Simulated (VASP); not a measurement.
# TiN (Fm-3m) in VASP: a series of runs

TiN is run at these levels: PBE; tasks: single point.

All numbers are computed with VASP 6.6.1; they aren't measurements. Logs are shortened: lines on timing, memory, paths and dates and some standing lists are left out, and cuts for length are marked.

## (1) The cell of the first run

It takes space group Fm-3m (No. 225, cubic). The conventional cell has a = 4.069 Å, b = 4.069 Å, c = 4.069 Å, α = 90.00°, β = 90.00°, γ = 90.00°. Within 2.7 Å of Ti (site symmetry m-3m) lie 6 N at 2.03 Å. N (site symmetry m-3m) has 6 Ti at 2.03 Å within 2.7 Å.

## (2) Single point, PBE (8.42 Å³/atom)

INCAR

```
SYSTEM = TiN
  PREC = Accurate
  ENCUT = 520
  EDIFF = 1E-7
  ISMEAR = 0
  SIGMA = 0.15
  LREAL = .FALSE.
  LASPH = .TRUE.
  NELM = 60
  ALGO = Normal
  ISIF = 2
  LWAVE = .FALSE.
  LCHARG = .FALSE.
  GGA = PE
  NBANDS = 16
```

KPOINTS

```
Automatic mesh
0
G
  20 20 20
  0 0 0
```

POSCAR

```
TiN
1.0
    0.0000000000      2.0347268658      2.0347268658
    2.0347268658      0.0000000000      2.0347268658
    2.0347268658      2.0347268658      0.0000000000
Ti N
1 1
Direct
    0.0000000000      0.0000000000      0.0000000000
    0.5000000000      0.5000000000      0.5000000000
```

Potentials or basis: VASP PAW PBE potentials, release 64 (Ti_sv, N).

Launch:

```console
$ cat potpaw_PBE.64/Ti_sv/POTCAR potpaw_PBE.64/N/POTCAR > POTCAR
$ mpirun -np 1 vasp_std > vasp.out
```

OUTCAR:

```text
SYSTEM = TiN
   PREC = Accurate
   ENCUT = 520
   EDIFF = 1E-7
   ISMEAR = 0
   LREAL = .FALSE.
   LASPH = .TRUE.
   NELM = 60
   ISIF = 2
   GGA = PE

 ion  position               nearest neighbor table
   1  0.000  0.000  0.000-   2 2.03   2 2.03   2 2.03   2 2.03   2 2.03   2 2.03
   2  0.500  0.500  0.500-   1 2.03   1 2.03   1 2.03   1 2.03   1 2.03   1 2.03

  LATTYP: Found a face centered cubic cell.
 ALAT       =     4.0694537316

  Lattice vectors:

 A1 = (   0.0000000000,   2.0347268658,   2.0347268658)
 A2 = (   2.0347268658,   0.0000000000,   2.0347268658)
 A3 = (   2.0347268658,   2.0347268658,   0.0000000000)

Analysis of symmetry for initial positions (statically):
=====================================================================
 Subroutine PRICEL returns:
 Original cell was already a primitive cell.

 Routine SETGRP: Setting up the symmetry group for a
 face centered cubic supercell.

 Subroutine GETGRP returns: Found 48 space group operations
 (whereof 48 operations were pure point group operations)
 out of a pool of 48 trial point group operations.

The static configuration has the point symmetry O_h .

Analysis of symmetry for dynamics (positions and initial velocities):
=====================================================================
 Subroutine PRICEL returns:
 Original cell was already a primitive cell.

 Routine SETGRP: Setting up the symmetry group for a
 face centered cubic supercell.

 Subroutine GETGRP returns: Found 48 space group operations
 (whereof 48 operations were pure point group operations)
 out of a pool of 48 trial point group operations.

The dynamic configuration has the point symmetry O_h .

 Subroutine INISYM returns: Found 48 space group operations
 (whereof 48 operations are pure point group operations),
 and found     1 'primitive' translations

----------------------------------------------------------------------------------------

                                     Primitive cell

  volume of cell :      16.8480

  direct lattice vectors                    reciprocal lattice vectors
     0.000000000  2.034726866  2.034726866    -0.245733228  0.245733228  0.245733228
     2.034726866  0.000000000  2.034726866     0.245733228 -0.245733228  0.245733228
     2.034726866  2.034726866  0.000000000     0.245733228  0.245733228 -0.245733228

  length of vectors
     2.877538329  2.877538329  2.877538329     0.425622435  0.425622435  0.425622435

  position of ions in fractional coordinates (direct lattice)
     0.000000000  0.000000000  0.000000000
     0.500000000  0.500000000  0.500000000

  ion indices of the primitive-cell ions
   primitive index   ion index
                 1           1
                 2           2

----------------------------------------------------------------------------------------

 KPOINTS: Automatic mesh

Automatic generation of k-mesh.
 Grid dimensions read from file:
 generate k-points for:   20   20   20

 Generating k-lattice:

  Cartesian coordinates                     Fractional coordinates (reciprocal lattice)
    -0.012286661  0.012286661  0.012286661     0.050000000  0.000000000  0.000000000
     0.012286661 -0.012286661  0.012286661     0.000000000  0.050000000  0.000000000
     0.012286661  0.012286661 -0.012286661     0.000000000  0.000000000  0.050000000

  Length of vectors
     0.021281122  0.021281122  0.021281122

  Shift w.r.t. Gamma in fractional coordinates (k-lattice)
     0.000000000  0.000000000  0.000000000

 Subroutine IBZKPT returns following result:
 ===========================================

 Found    256 irreducible k-points:

 Following reciprocal coordinates:
            Coordinates               Weight
  0.000000  0.000000  0.000000      1.000000
  0.050000  0.000000  0.000000      8.000000
  0.100000  0.000000  0.000000      8.000000
  0.150000  0.000000  0.000000      8.000000
  0.200000  0.000000  0.000000      8.000000
  0.250000  0.000000  0.000000      8.000000
[... 16 lines left out ...]
 -0.400000  0.050000  0.000000     24.000000
 -0.350000  0.050000  0.000000     24.000000
 [... further k-points ...]
   k-points           NKPTS =    256   k-points in BZ     NKDIM =    256   number of bands    NBANDS=     16
   number of dos      NEDOS =    301   number of ions     NIONS =      2
   total plane-waves  NPLWV =  13824
   dimension x,y,z NGX =    24 NGY =   24 NGZ =   24
   dimension x,y,z NGXF=    48 NGYF=   48 NGZF=   48
   ions per type =               1   1
   NGX,Y,Z   is equivalent  to a cutoff of  13.87, 13.87, 13.87 a.u.
   NGXF,Y,Z  is equivalent  to a cutoff of  27.73, 27.73, 27.73 a.u.
 SYSTEM =  TiN
   PREC   = accura    normal or accurate (medium, high low for compatibility)
   ISTART =      0    job   : 0-new  1-cont  2-samecut
   ICHARG =      2    charge: 1-file 2-atom 10-const
   ISPIN  =      1    spin polarized calculation?
   LNONCOLLINEAR =      F non collinear calculations
   LSORBIT =      F    spin-orbit coupling
   LASPH  =      T    aspherical Exc in radial PAW
   ENCUT  =  520.0 eV  38.22 Ry    6.18 a.u.   5.35  5.35  5.35*2*pi/ulx,y,z
   NELM   =     60;   NELMIN=  2; NELMDL= -5     # of ELM steps
   EDIFF  = 0.1E-06   stopping-criterion for ELM
   LREAL  =      F    real-space projection
   EDIFFG = 0.1E-05   stopping-criterion for IOM
   NSW    =      0    number of steps for IOM
   IBRION =     -1    ionic relax: 0-MD 1-quasi-New 2-CG
   NFREE  =      0    steps in history (QN), initial steepest desc. (CG)
   ISIF   =      2    stress and relaxation
   ISYM   =      2    0-nonsym 1-usesym 2-fastsym
   POTIM  = 0.5000    time-step for ionic-motion
   TEBEG  =    0.0;   TEEND  =   0.0 temperature during run
   PSTRESS=    0.0 pullay stress
   NELECT =      17.0000    total number of electrons
   NUPDOWN=      -1.0000    fix difference up-down
   EMIN   =  10.00;   EMAX   =-10.00  energy-range for DOS
   EFERMI =   0.00;   METHOD = LEGACY
   ISMEAR =     0;   SIGMA  =   0.15  broadening in eV -4-tet -1-fermi 0-gaus
   EFERMI_NEDOS =   21; number of points for ismear=-14 and -15
   IALGO  =     38    algorithm
   IMIX   =      4    mixing-type and parameters
     AMIX     =   0.40;   BMIX     =  1.00
     AMIX_MAG =   1.60;   BMIX_MAG =  1.00
  volume/ion in A,a.u.               =       8.42        56.85
  Fermi-wavevector in a.u.,A,eV,Ry     =   1.642007  3.102943 36.683854  2.696187
  Thomas-Fermi vector in A             =   2.732382
   LORBIT       =      0    0 simple, 1 ext, 2 COOP (PROOUT), +10 PAW based schemes
   GGA     = PE    functional components
   LHFCALC =     F    Hartree Fock is set to
   AEXX    =    0.0000 exact exchange contribution
   IVDW    =     0    specifies the selected vdW correction
   LEPSILON=     F    determine dielectric tensor
   LRPA    =     F    only Hartree local field effects (RPA)
 non-spin polarized calculation
 Gauss-broadening in eV      SIGMA  =   0.15
  energy-cutoff  :      520.00
  volume of cell :       16.85
 maximum number of plane-waves:       469
 NGX is ok and might be reduce to    24
   NGX = 11   NGY = 11   NGZ = 11

 number of electron      17.0000002 magnetization

 Free energy of the ion-electron system (eV)
  ---------------------------------------------------
  ext. energy  EPLUGINS =         0.00000000
  ---------------------------------------------------
  free energy    TOTEN  =       -19.33379240 eV

  energy without entropy =      -19.32686364  energy(sigma->0) =      -19.33032802

 E-fermi :  13.2129     XC(G=0): -13.7215

 val. band max:       13.2110496393   @ k =   0.2500   0.0500   0.0000
 cond. band min:      13.2247046254   @ k =  -0.1500   0.1500   0.0000
 fundamental gap:      0.0136549861
 Fermi energy:        13.2129146796

 k-point     1 :       0.0000    0.0000    0.0000
  band No.  band energies     occupation
      1     -44.4928      2.00000
      2     -20.3548      2.00000
      3     -20.3548      2.00000
      4     -20.3548      2.00000
      5      -4.6530      2.00000
      6      11.0072      2.00000
[... 8 lines left out ...]
     15      26.7621      0.00000
     16      34.7545      0.00000

 k-point     2 :       0.0500    0.0000    0.0000
  band No.  band energies     occupation
      1     -44.4888      2.00000
      2     -20.3815      2.00000
      3     -20.3568      2.00000
      4     -20.3568      2.00000
      5      -4.5919      2.00000
      6      10.6647      2.00000
[... 8 lines left out ...]
     15      26.8411      0.00000
     16      34.6653      0.00000

 k-point     3 :       0.1000    0.0000    0.0000
  band No.  band energies     occupation
      1     -44.4771      2.00000
      2     -20.4583      2.00000
      3     -20.3626      2.00000
      4     -20.3626      2.00000
      5      -4.4129      2.00000
      6       9.9237      2.00000
[... 8 lines left out ...]
     15      27.0273      0.00000
     16      34.4288      0.00000

 k-point     4 :       0.1500    0.0000    0.0000
  band No.  band energies     occupation
      1     -44.4587      2.00000
      2     -20.5762      2.00000
      3     -20.3714      2.00000
      4     -20.3714      2.00000
      5      -4.1283      2.00000
      6       9.0346      2.00000
[... 8 lines left out ...]
     15      27.1908      0.00000
     16      33.9510      0.00000
[... 324 lines left out ...]
 k-point    22 :      -0.4500    0.0500    0.0000
  band No.  band energies     occupation
      1     -44.3254      2.00000
      2     -21.3471      2.00000
      3     -20.4538      2.00000
      4     -20.4348      2.00000
      5      -1.6751      2.00000
      6       4.4541      2.00000
[... 8 lines left out ...]
     15      28.4850      0.00000
     16      29.0440      0.00000

 k-point    23 :      -0.4000    0.0500    0.0000
  band No.  band energies     occupation
      1     -44.3348      2.00000
      2     -21.2950      2.00000
      3     -20.4538      2.00000
      4     -20.4257      2.00000
      5      -1.8973      2.00000
      6       4.7720      2.00000
[... 8 lines left out ...]
     15      28.2396      0.00000
     16      29.3101      0.00000

 k-point    24 :      -0.3500    0.0500    0.0000
  band No.  band energies     occupation
      1     -44.3513      2.00000
      2     -21.2027      2.00000
      3     -20.4494      2.00000
      4     -20.4139      2.00000
      5      -2.2565      2.00000
      6       5.3106      2.00000
[... 8 lines left out ...]
     15      27.8228      0.00000
     16      29.8694      0.00000

 [... further k-points ...]

------------------------ aborting loop because EDIFF is reached ----------------------------------------

  FORCE on cell =-STRESS in cart. coord.  units (eV):
  Direction    XX          YY          ZZ          XY          YZ          ZX
  --------------------------------------------------------------------------------------
  -------------------------------------------------------------------------------------
  Total        4.9451027      4.9451027      4.9451027      0.0000000      0.0000000     -0.0000000
  in kB      470.2594646    470.2594646    470.2594646      0.0000000      0.0000000     -0.0000000
  external PRESSURE =     470.2594646 kB  Pullay stress =       0.0000000 kB

 VOLUME and BASIS-vectors are now :
 -----------------------------------------------------------------------------
  energy-cutoff  :      520.00
  volume of cell :       16.85
      direct lattice vectors                 reciprocal lattice vectors
     0.000000000  2.034726866  2.034726866    -0.245733228  0.245733228  0.245733228
     2.034726866  0.000000000  2.034726866     0.245733228 -0.245733228  0.245733228
     2.034726866  2.034726866  0.000000000     0.245733228  0.245733228 -0.245733228

 POSITION                                       TOTAL-FORCE (eV/Angst)
 -----------------------------------------------------------------------------------
      0.00000      0.00000      0.00000        -0.000000      0.000000      0.000000
      2.03473      2.03473      2.03473         0.000000     -0.000000     -0.000000
 -----------------------------------------------------------------------------------
    total drift:                                0.000000     -0.000000     -0.000000

  FREE ENERGIE OF THE ION-ELECTRON SYSTEM (eV)
  ---------------------------------------------------
  free  energy   TOTEN  =       -19.3337924002 eV

  energy  without entropy=      -19.3268636446  energy(sigma->0) =      -19.33032802
```

Run time: 35 s. Hardware: 1 thread of Intel Xeon 6975P-C (Granite Rapids), shared host; peak memory 0.19 GiB.

What came out:

```yaml
Free_energy: -19.3338 eV
Pressure: 47.0 GPa
Band_gap_on_the_k_mesh: zero (an odd number of electrons rules out a gap without spin polarisation)
```

Caveat: the cell stands under pressure.

## (3) Single point, PBE (8.81 Å³/atom)

This run uses another cell than the first one, of 8.81 Å³/atom.

INCAR

```
SYSTEM = TiN
PREC     = Accurate       ! precision mode
ENCUT    = 520            ! plane-wave cutoff, eV
EDIFF    = 1E-7           ! SCF threshold, eV
ISMEAR   = 0              ! smearing method
SIGMA    = 0.15           ! smearing width, eV
LREAL    = .FALSE.        ! projectors in reciprocal space
LASPH    = .TRUE.         ! aspherical terms in the spheres
NELM     = 80             ! most SCF steps
ALGO     = Normal         ! electronic algorithm
ISIF     = 2              ! what is computed and relaxed
LWAVE    = .FALSE.        ! write WAVECAR
LCHARG   = .FALSE.        ! write CHGCAR
GGA      = PE             ! functional
NBANDS   = 16             ! bands
```

KPOINTS is that of step 2.

POSCAR

```
TiN
1.0
    0.0000000000      2.0651075071      2.0651075071
    2.0651075071      0.0000000000      2.0651075071
    2.0651075071      2.0651075071      0.0000000000
Ti N
1 1
Direct
    0.0000000000      0.0000000000      0.0000000000
    0.5000000000      0.5000000000      0.5000000000
```

Potentials or basis: VASP PAW PBE potentials, release 64 (Ti_sv, N).

Launch:

```console
$ cat potpaw_PBE.64/Ti_sv/POTCAR potpaw_PBE.64/N/POTCAR > POTCAR
$ mpirun -np 1 vasp_std > vasp.out
```

It took 33 s on 1 thread of Intel Xeon 6975P-C (Granite Rapids), shared host; peak memory 0.19 GiB.

The run converged. Its results:

```
Free energy            : -19.5128 eV
Pressure               : 28.1 GPa
Band gap on the k mesh : zero (an odd number of electrons rules out a gap without spin polarisation)
```

Levels at points of the mesh, in eV from the Fermi level:
| k point | band 5 | band 6 | band 7 | band 8 | band 9 | band 10 | band 11 | band 12 | band 13 | band 14 |
| --- | --- | --- | --- | --- | --- | --- | --- | --- | --- | --- |
| (0.00, 0.00, 0.00) | -17.60 | -2.15 | -2.15 | -2.15 | -0.69 | -0.69 | -0.69 | 0.65 | 0.65 | 6.35 |
| (0.50, 0.00, 0.00) | -14.77 | -8.60 | -5.92 | -5.92 | 1.91 | 1.91 | 2.67 | 6.38 | 6.38 | 6.47 |
| (0.50, 0.50, 0.00) | -16.16 | -6.01 | -3.43 | -3.35 | -3.35 | 1.85 | 2.70 | 2.70 | 4.23 | 11.74 |

Caveat: the cell stands under pressure.
